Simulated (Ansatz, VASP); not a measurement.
**Eu: VASP beside Ansatz**

INCAR

```
SYSTEM = Eu
PREC = Accurate
ENCUT = 520
EDIFF = 1E-6
ISMEAR = -1
SIGMA = 0.05
LREAL = .FALSE.
LASPH = .TRUE.
NELM = 150
ALGO = Normal
ISIF = 2
LWAVE = .FALSE.
LCHARG = .FALSE.
ISPIN = 2
MAGMOM = 7
LORBIT = 11
LMAXMIX = 6
GGA = PE
NBANDS = 18
```

The input KPOINTS:

```
regular mesh
0
G
  10 10 10
  0 0 0
```

Contents of POSCAR:

```
Eu
1.0
   -2.3030000000      2.3030000000      2.3030000000
    2.3030000000     -2.3030000000      2.3030000000
    2.3030000000      2.3030000000     -2.3030000000
Eu
1
Direct
    0.0000000000      0.0000000000      0.0000000000
```

Input for Ansatz:

```yaml
crystal:
  lattice:
    - [-2.303, 2.303, 2.303]
    - [2.303, -2.303, 2.303]
    - [2.303, 2.303, -2.303]
  atoms:
    - { symbol: Eu, position: [0.0, 0.0, 0.0], spin: 7.0 }
magnetization:
  spin_polarized: true
kpoints:
  mp_grid: { grid: [10, 10, 10] }
scf:
  occupations: { method: fermi_dirac, width: 0.05 }
hamiltonian:
  xc: pbe
  pseudopotentials: { kind: all_electron, lapw: { basis_error: 0.0005 } }
output:
  forces: true
  stress: true
  eigenvalues: true
  hubbard: { sites: [{ species: Eu, l: f }] }
  populations: true
```

Alike in both runs: task single point; functional PBE; k mesh 10 × 10 × 10; occupations fermi-dirac, width 0.05 eV; collinear spin.

|  | VASP | Ansatz |
| --- | --- | --- |
| version | VASP 6.6.1 | Ansatz 0.2.0 |
| potentials or method | VASP PAW PBE potentials, release 64 (Eu), cutoff 520 eV | all-electron LAPW, scalar-relativistic |

|  | VASP | Ansatz | Ansatz less VASP |
| --- | --- | --- | --- |
| pressure (GPa) | -1.8 | -1.5 | +0.31 |
| net moment per atom (μB) | 7.40 | 7.40 | -0.001 |
| size of the moment on the site where the two differ most (μB) | 6.71 | 7.21 | +0.500 |

Site moments also hang on the region over which each program counts them. Ansatz ran all-electron here, and VASP with PAW potentials.

Spin-orbit coupling is off throughout.
